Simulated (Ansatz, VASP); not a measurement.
Sn: VASP beside Ansatz

```xyz
2
Lattice="0.0000 3.3394 3.3394 3.3394 0.0000 3.3394 3.3394 3.3394 0.0000" Properties=species:S:1:pos:R:3 pbc="T T T"
Sn    0.0000    0.0000    0.0000
Sn    1.6697    1.6697    1.6697
```

Alike in both runs: functional PBE; k mesh 7 × 7 × 7; occupations fermi-dirac, width 0.3 eV; no spin polarisation.

Ansatz relaxed the structure, and its values are those at the end. VASP's run is a single point on that final structure, the one shown.

|  | VASP | Ansatz |
| --- | --- | --- |
| version | VASP 6.6.1 | Ansatz 0.2.0 |
| potentials or method | VASP PAW PBE potentials, release 64 (Sn_d), cutoff 520 eV | plane waves, PAW |
| valence electrons in the cell | 28 | 28 |

```tsv
	VASP	Ansatz	Ansatz less VASP
pressure (GPa)	0.0	0.0	+0.04
```

With one functional, cell and mesh, what is left measures potentials, basis and numerics.
